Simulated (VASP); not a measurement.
# InWSe3 (Pm-3m) in VASP: further runs

Runs on InWSe3. Level: PBE. Tasks: single point.

Program: VASP 6.6.1. These are calculated values, not measurements. Logs are shortened: lines on timing, memory, paths and dates and some standing lists are left out, and cuts for length are marked.

## (1) The cell of the first run

The structure is cubic, space group Pm-3m (No. 221). Conventional cell: a = 4.789 Å, b = 4.789 Å, c = 4.789 Å, α = 90.00°, β = 90.00°, γ = 90.00°. In (site symmetry m-3m) has 12 Se at 3.39 Å and 8 W at 4.15 Å within 4.5 Å. W (site symmetry m-3m) has 6 Se at 2.39 Å within 3.2 Å. Within 3.2 Å of Se (site symmetry 4/mmm) lie 2 W at 2.39 Å.

The cell was generated, and may not be a known phase.

## (2) Single point, PBE

Contents of INCAR:

```
SYSTEM = InWSe3
PREC = Accurate
ENCUT = 520
EDIFF = 1E-6
ISMEAR = 0
SIGMA = 0.1
LREAL = .False.
LASPH = .True.
NELM = 60
ALGO = Normal
ISIF = 2
LWAVE = .False.
LCHARG = .True.
GGA = PE
LELF = .True.
LVHAR = .True.
NBANDS = 30
```

Contents of KPOINTS:

```
Automatic mesh
0
Gamma
  4 4 4
  0 0 0
```

Contents of POSCAR:

```
InWSe3
1.0
    4.7891224200      0.0000000000      0.0000000000
    0.0000000000      4.7891224200      0.0000000000
    0.0000000000      0.0000000000      4.7891224200
In W Se
1 1 3
Direct
    0.5000000000      0.5000000000      0.5000000000
    0.0000000000      0.0000000000      0.0000000000
    0.5000000000      0.0000000000      0.0000000000
    0.0000000000      0.5000000000      0.0000000000
    0.0000000000      0.0000000000      0.5000000000
```

Potentials or basis: VASP PAW PBE potentials, release 64 (In_d, W_sv, Se).

Launch:

```
$ cat potpaw_PBE.64/In_d/POTCAR potpaw_PBE.64/W_sv/POTCAR potpaw_PBE.64/Se/POTCAR > POTCAR
$ mpirun -np 1 vasp_std > vasp.out
```

OUTCAR:

```text
SYSTEM = InWSe3
   PREC = Accurate
   ENCUT = 520
   EDIFF = 1E-6
   ISMEAR = 0
   LREAL = .False.
   LASPH = .True.
   NELM = 60
   ISIF = 2
   GGA = PE

 ion  position               nearest neighbor table
   1  0.500  0.500  0.500-   3 3.39   4 3.39   5 3.39   3 3.39   4 3.39   3 3.39   5 3.39   3 3.39
                             4 3.39   5 3.39   4 3.39   5 3.39
   2  0.000  0.000  0.000-   3 2.39   4 2.39   5 2.39   5 2.39   4 2.39   3 2.39
   3  0.500  0.000  0.000-   2 2.39   2 2.39   1 3.39   1 3.39   1 3.39   1 3.39
   4  0.000  0.500  0.000-   2 2.39   2 2.39   1 3.39   1 3.39   1 3.39   1 3.39
   5  0.000  0.000  0.500-   2 2.39   2 2.39   1 3.39   1 3.39   1 3.39   1 3.39

  LATTYP: Found a simple cubic cell.
 ALAT       =     4.7891224200

  Lattice vectors:

 A1 = (   4.7891224200,   0.0000000000,   0.0000000000)
 A2 = (   0.0000000000,   4.7891224200,   0.0000000000)
 A3 = (   0.0000000000,   0.0000000000,   4.7891224200)

Analysis of symmetry for initial positions (statically):
=====================================================================
 Subroutine PRICEL returns:
 Original cell was already a primitive cell.

 Routine SETGRP: Setting up the symmetry group for a
 simple cubic supercell.

 Subroutine GETGRP returns: Found 48 space group operations
 (whereof 48 operations were pure point group operations)
 out of a pool of 48 trial point group operations.

The static configuration has the point symmetry O_h .

Analysis of symmetry for dynamics (positions and initial velocities):
=====================================================================
 Subroutine PRICEL returns:
 Original cell was already a primitive cell.

 Routine SETGRP: Setting up the symmetry group for a
 simple cubic supercell.

 Subroutine GETGRP returns: Found 48 space group operations
 (whereof 48 operations were pure point group operations)
 out of a pool of 48 trial point group operations.

The dynamic configuration has the point symmetry O_h .

 Subroutine INISYM returns: Found 48 space group operations
 (whereof 48 operations are pure point group operations),
 and found     1 'primitive' translations

----------------------------------------------------------------------------------------

                                     Primitive cell

  volume of cell :     109.8418

  direct lattice vectors                    reciprocal lattice vectors
     4.789122420  0.000000000  0.000000000     0.208806523  0.000000000  0.000000000
     0.000000000  4.789122420  0.000000000     0.000000000  0.208806523  0.000000000
     0.000000000  0.000000000  4.789122420     0.000000000  0.000000000  0.208806523

  length of vectors
     4.789122420  4.789122420  4.789122420     0.208806523  0.208806523  0.208806523

  position of ions in fractional coordinates (direct lattice)
     0.500000000  0.500000000  0.500000000
     0.000000000  0.000000000  0.000000000
     0.500000000  0.000000000  0.000000000
     0.000000000  0.500000000  0.000000000
     0.000000000  0.000000000  0.500000000

  ion indices of the primitive-cell ions
   primitive index   ion index
                 1           1
                 2           2
                 3           3
                 4           4
                 5           5

----------------------------------------------------------------------------------------

 KPOINTS: Automatic mesh

Automatic generation of k-mesh.
 Grid dimensions read from file:
 generate k-points for:    4    4    4

 Generating k-lattice:

  Cartesian coordinates                     Fractional coordinates (reciprocal lattice)
     0.052201631  0.000000000  0.000000000     0.250000000  0.000000000  0.000000000
     0.000000000  0.052201631  0.000000000     0.000000000  0.250000000  0.000000000
     0.000000000  0.000000000  0.052201631     0.000000000  0.000000000  0.250000000

  Length of vectors
     0.052201631  0.052201631  0.052201631

  Shift w.r.t. Gamma in fractional coordinates (k-lattice)
     0.000000000  0.000000000  0.000000000

 Subroutine IBZKPT returns following result:
 ===========================================

 Found     10 irreducible k-points:

 Following reciprocal coordinates:
            Coordinates               Weight
  0.000000  0.000000  0.000000      1.000000
  0.250000  0.000000  0.000000      6.000000
  0.500000  0.000000  0.000000      3.000000
  0.250000  0.250000  0.000000     12.000000
  0.500000  0.250000  0.000000     12.000000
  0.500000  0.500000  0.000000      3.000000
  0.250000  0.250000  0.250000      8.000000
  0.500000  0.250000  0.250000     12.000000
  0.500000  0.500000  0.250000      6.000000
  0.500000  0.500000  0.500000      1.000000
   k-points           NKPTS =     10   k-points in BZ     NKDIM =     10   number of bands    NBANDS=     30
   number of dos      NEDOS =    301   number of ions     NIONS =      5
   total plane-waves  NPLWV =  46656
   dimension x,y,z NGX =    36 NGY =   36 NGZ =   36
   dimension x,y,z NGXF=    72 NGYF=   72 NGZF=   72
   ions per type =               1   1   3
   NGX,Y,Z   is equivalent  to a cutoff of  12.50, 12.50, 12.50 a.u.
   NGXF,Y,Z  is equivalent  to a cutoff of  24.99, 24.99, 24.99 a.u.
 SYSTEM =  InWSe3
   PREC   = accura    normal or accurate (medium, high low for compatibility)
   ISTART =      0    job   : 0-new  1-cont  2-samecut
   ICHARG =      2    charge: 1-file 2-atom 10-const
   ISPIN  =      1    spin polarized calculation?
   LNONCOLLINEAR =      F non collinear calculations
   LSORBIT =      F    spin-orbit coupling
   LASPH  =      T    aspherical Exc in radial PAW
   ENCUT  =  520.0 eV  38.22 Ry    6.18 a.u.   8.90  8.90  8.90*2*pi/ulx,y,z
   NELM   =     60;   NELMIN=  2; NELMDL= -5     # of ELM steps
   EDIFF  = 0.1E-05   stopping-criterion for ELM
   LREAL  =      F    real-space projection
   EDIFFG = 0.1E-04   stopping-criterion for IOM
   NSW    =      0    number of steps for IOM
   IBRION =     -1    ionic relax: 0-MD 1-quasi-New 2-CG
   NFREE  =      0    steps in history (QN), initial steepest desc. (CG)
   ISIF   =      2    stress and relaxation
   ISYM   =      2    0-nonsym 1-usesym 2-fastsym
   POTIM  = 0.5000    time-step for ionic-motion
   TEBEG  =    0.0;   TEEND  =   0.0 temperature during run
   PSTRESS=    0.0 pullay stress
   NELECT =      45.0000    total number of electrons
   NUPDOWN=      -1.0000    fix difference up-down
   EMIN   =  10.00;   EMAX   =-10.00  energy-range for DOS
   EFERMI =   0.00;   METHOD = LEGACY
   ISMEAR =     0;   SIGMA  =   0.10  broadening in eV -4-tet -1-fermi 0-gaus
   EFERMI_NEDOS =   21; number of points for ismear=-14 and -15
   IALGO  =     38    algorithm
   IMIX   =      4    mixing-type and parameters
     AMIX     =   0.40;   BMIX     =  1.00
     AMIX_MAG =   1.60;   BMIX_MAG =  1.00
  volume/ion in A,a.u.               =      21.97       148.25
  Fermi-wavevector in a.u.,A,eV,Ry     =   1.215877  2.297675 20.114275  1.478357
  Thomas-Fermi vector in A             =   2.351250
   LORBIT       =      0    0 simple, 1 ext, 2 COOP (PROOUT), +10 PAW based schemes
   GGA     = PE    functional components
   LHFCALC =     F    Hartree Fock is set to
   AEXX    =    0.0000 exact exchange contribution
   IVDW    =     0    specifies the selected vdW correction
   LEPSILON=     F    determine dielectric tensor
   LRPA    =     F    only Hartree local field effects (RPA)
 non-spin polarized calculation
 Gauss-broadening in eV      SIGMA  =   0.10
  energy-cutoff  :      520.00
  volume of cell :      109.84
 maximum number of plane-waves:      3016
 NGX is ok and might be reduce to    36
   NGX = 17   NGY = 17   NGZ = 17

 number of electron      45.0000001 magnetization

 Free energy of the ion-electron system (eV)
  ---------------------------------------------------
  ext. energy  EPLUGINS =         0.00000000
  ---------------------------------------------------
  free energy    TOTEN  =       -25.02841549 eV

  energy without entropy =      -24.99258242  energy(sigma->0) =      -25.01049895

 E-fermi :   6.4521     XC(G=0): -10.4221

 val. band max:        6.4015829435   @ k =   0.5000   0.5000   0.5000
 cond. band min:       6.4784218649   @ k =   0.2500   0.2500   0.2500
 fundamental gap:      0.0768389214
 Fermi energy:         6.4520972946

 k-point     1 :       0.0000    0.0000    0.0000
  band No.  band energies     occupation
      1     -68.7967      2.00000
      2     -33.1014      2.00000
      3     -33.1014      2.00000
      4     -33.1014      2.00000
      5      -8.8242      2.00000
      6      -8.0467      2.00000
[... 22 lines left out ...]
     29      11.2284      0.00000
     30      11.2284      0.00000

 k-point     2 :       0.2500    0.0000    0.0000
  band No.  band energies     occupation
      1     -68.7968      2.00000
      2     -33.1020      2.00000
      3     -33.1011      2.00000
      4     -33.1011      2.00000
      5      -8.5671      2.00000
      6      -8.0332      2.00000
[... 22 lines left out ...]
     29      10.5985      0.00000
     30      10.5985      0.00000

 k-point     3 :       0.5000    0.0000    0.0000
  band No.  band energies     occupation
      1     -68.7969      2.00000
      2     -33.1026      2.00000
      3     -33.1009      2.00000
      4     -33.1009      2.00000
      5      -8.2570      2.00000
      6      -8.0203      2.00000
[... 22 lines left out ...]
     29      10.0559      0.00000
     30      10.0559      0.00000

 k-point     4 :       0.2500    0.2500    0.0000
  band No.  band energies     occupation
      1     -68.7969      2.00000
      2     -33.1017      2.00000
      3     -33.1017      2.00000
      4     -33.1009      2.00000
      5      -8.3320      2.00000
      6      -8.0195      2.00000
[... 154 lines left out ...]
     29      11.0968      0.00000
     30      11.5694      0.00000

 k-point     9 :       0.5000    0.5000    0.2500
  band No.  band energies     occupation
      1     -68.7971      2.00000
      2     -33.1019      2.00000
      3     -33.1019      2.00000
      4     -33.1011      2.00000
      5      -8.1168      2.00000
      6      -8.0422      2.00000
[... 22 lines left out ...]
     29      11.4291      0.00000
     30      13.0899      0.00000

 k-point    10 :       0.5000    0.5000    0.5000
  band No.  band energies     occupation
      1     -68.7972      2.00000
      2     -33.1017      2.00000
      3     -33.1017      2.00000
      4     -33.1017      2.00000
      5      -8.0774      2.00000
      6      -8.0774      2.00000
[... 22 lines left out ...]
     29      12.5035      0.00000
     30      12.5035      0.00000

------------------------ aborting loop because EDIFF is reached ----------------------------------------

  FORCE on cell =-STRESS in cart. coord.  units (eV):
  Direction    XX          YY          ZZ          XY          YZ          ZX
  --------------------------------------------------------------------------------------
  -------------------------------------------------------------------------------------
  Total        9.6813901      9.6813901      9.6813901      0.0000000     -0.0000000      0.0000000
  in kB      141.2148883    141.2148883    141.2148883      0.0000000     -0.0000000      0.0000000
  external PRESSURE =     141.2148883 kB  Pullay stress =       0.0000000 kB

 VOLUME and BASIS-vectors are now :
 -----------------------------------------------------------------------------
  energy-cutoff  :      520.00
  volume of cell :      109.84
      direct lattice vectors                 reciprocal lattice vectors
     4.789122420  0.000000000  0.000000000     0.208806523  0.000000000  0.000000000
     0.000000000  4.789122420  0.000000000     0.000000000  0.208806523  0.000000000
     0.000000000  0.000000000  4.789122420     0.000000000  0.000000000  0.208806523

 POSITION                                       TOTAL-FORCE (eV/Angst)
 -----------------------------------------------------------------------------------
      2.39456      2.39456      2.39456         0.000000      0.000000      0.000000
      0.00000      0.00000      0.00000         0.000000      0.000000      0.000000
      2.39456      0.00000      0.00000         0.000000      0.000000      0.000000
      0.00000      2.39456      0.00000         0.000000      0.000000      0.000000
      0.00000      0.00000      2.39456         0.000000      0.000000      0.000000
 -----------------------------------------------------------------------------------
    total drift:                                0.000000      0.000000      0.000000

  FREE ENERGIE OF THE ION-ELECTRON SYSTEM (eV)
  ---------------------------------------------------
  free  energy   TOTEN  =       -25.0284154851 eV

  energy  without entropy=      -24.9925824169  energy(sigma->0) =      -25.01049895
```

It took 20 s on 1 thread of AMD EPYC 9R45 (Zen 5), shared host; peak memory 0.19 GiB.

What came out:

| Item | Value |
| --- | --- |
| Free energy | -25.0284 eV |
| Pressure | 14.1 GPa |
| Band gap on the k mesh | zero (an odd number of electrons rules out a gap without spin polarisation) |

Caveat: the cell stands under pressure; spin-orbit coupling is left out, which moves the levels of the heavy elements.

## (3) Single point, PBE

This run uses another cell than the first one, of 25.20 Å³/atom.

Contents of INCAR:

```
  PREC = Accurate
  ENCUT = 520
  EDIFF = 1E-6
  ISMEAR = 0
  SIGMA = 0.1
  LREAL = False
  LASPH = True
  NELM = 100
  ALGO = Normal
  ISIF = 2
  LWAVE = False
  LCHARG = False
  GGA = PE
  NBANDS = 30
```

Contents of KPOINTS:

```
Automatic mesh
0
Gamma
  4 4 4
```

POSCAR: that of step 2 with these lines changed.

```diff
@@ -2,5 +2,5 @@
 1.0
-    4.7891224200      0.0000000000      0.0000000000
-    0.0000000000      4.7891224200      0.0000000000
-    0.0000000000      0.0000000000      4.7891224200
+    5.0131297186      0.0000000000      0.0000000000
+    0.0000000000      5.0131297186      0.0000000000
+    0.0000000000      0.0000000000      5.0131297186
 In W Se
```

Potentials or basis: VASP PAW PBE potentials, release 64 (In_d, W_sv, Se).

Launch:

```
$ cat potpaw_PBE.64/In_d/POTCAR potpaw_PBE.64/W_sv/POTCAR potpaw_PBE.64/Se/POTCAR > POTCAR
$ mpirun -np 1 vasp_std > vasp.out
```

It took 23 s on 1 thread of AMD EPYC 9R45 (Zen 5), shared host; peak memory 0.23 GiB.

The run converged. Its results:

```
Free energy            : -25.6575 eV
Pressure               : 0.0 GPa
Band gap on the k mesh : zero (an odd number of electrons rules out a gap without spin polarisation)
```

Levels at points of the mesh, in eV from the Fermi level:
| k point | band 19 | band 20 | band 21 | band 22 | band 23 | band 24 | band 25 | band 26 |
| --- | --- | --- | --- | --- | --- | --- | --- | --- |
| (0.00, 0.00, 0.00) | -1.74 | -1.57 | -1.57 | -1.57 | -1.11 | -1.11 | -1.11 | 0.24 |
| (0.50, 0.00, 0.00) | -2.06 | -1.71 | -1.11 | -1.11 | -0.56 | 0.27 | 0.81 | 0.81 |
| (0.50, 0.50, 0.00) | -2.87 | -2.87 | -2.37 | -0.10 | 0.72 | 1.00 | 1.00 | 1.44 |
| (0.50, 0.50, 0.50) | -3.99 | -0.09 | -0.09 | -0.09 | 0.57 | 0.57 | 0.57 | 5.30 |

Caveat: spin-orbit coupling is left out, which moves the levels of the heavy elements.

## (4) Single point, PBE

This run uses another cell than the first one, of 25.13 Å³/atom.

Contents of INCAR:

```
PREC     = Accurate       # precision mode
ENCUT    = 520            # plane-wave cutoff, eV
EDIFF    = 1E-7           # SCF threshold, eV
ISMEAR   = 0              # smearing method
SIGMA    = 0.1            # smearing width, eV
LREAL    = F              # projectors in reciprocal space
LASPH    = T              # aspherical terms in the spheres
NELM     = 100            # most SCF steps
ALGO     = Normal         # electronic algorithm
ISIF     = 2              # what is computed and relaxed
LWAVE    = F              # write WAVECAR
LCHARG   = F              # write CHGCAR
GGA      = PE             # functional
NBANDS   = 30             # bands
```

Contents of KPOINTS:

```
regular mesh
0
Gamma
  8 8 8
```

POSCAR: that of step 3 with these lines changed.

```diff
@@ -2,5 +2,5 @@
 1.0
-    5.0131297186      0.0000000000      0.0000000000
-    0.0000000000      5.0131297186      0.0000000000
-    0.0000000000      0.0000000000      5.0131297186
+    5.0089429942      0.0000000000      0.0000000000
+    0.0000000000      5.0089429942      0.0000000000
+    0.0000000000      0.0000000000      5.0089429942
 In W Se
```

Launch:

```
$ cat potpaw_PBE.64/In_d/POTCAR potpaw_PBE.64/W_sv/POTCAR potpaw_PBE.64/Se/POTCAR > POTCAR
$ mpirun -np 1 vasp_std > vasp.out
```

Wall time 77 s (1 thread of AMD EPYC 9R45 (Zen 5), shared host); peak memory 0.29 GiB.

Results (log left out):

| Quantity | Value |
| --- | --- |
| Free energy | -25.8483 eV |
| Pressure | 0.1 GPa |
| Band gap on the k mesh | zero (an odd number of electrons rules out a gap without spin polarisation) |

Levels at points of the mesh, in eV from the Fermi level:
| k point | band 19 | band 20 | band 21 | band 22 | band 23 | band 24 | band 25 | band 26 |
| --- | --- | --- | --- | --- | --- | --- | --- | --- |
| (0.00, 0.00, 0.00) | -1.64 | -1.47 | -1.47 | -1.47 | -1.00 | -1.00 | -1.00 | 0.37 |
| (0.50, 0.00, 0.00) | -1.95 | -1.61 | -0.99 | -0.99 | -0.46 | 0.39 | 0.93 | 0.93 |
| (0.50, 0.50, 0.00) | -2.77 | -2.77 | -2.28 | 0.01 | 0.84 | 1.12 | 1.12 | 1.56 |
| (0.50, 0.50, 0.50) | -3.92 | 0.03 | 0.03 | 0.03 | 0.68 | 0.68 | 0.68 | 5.40 |

Caveat: spin-orbit coupling is left out, which moves the levels of the heavy elements.

## (5) Summary

```csv
cell,k mesh,gap on the mesh (eV),pressure (GPa)
"a = 4.789 Å, 5 atoms",4 × 4 × 4,none,14.1
"a = 5.013 Å, 5 atoms",4 × 4 × 4,none,0.0
"a = 5.009 Å, 5 atoms",8 × 8 × 8,none,0.1
```

Alike in all rows: task single point; level PBE; potentials or basis VASP PAW PBE potentials, release 64 (In_d, W_sv, Se); no spin polarisation; cutoff (eV) 520; smearing gaussian 0.1 eV.

Caveats: spin-orbit coupling is left out, which moves the levels of the heavy elements; the cell stands under pressure (at least some runs).

Absolute energies hang on the potentials; compare differences alone.

The gap in the log of VASP goes by the Fermi energy; the results here count the filled bands.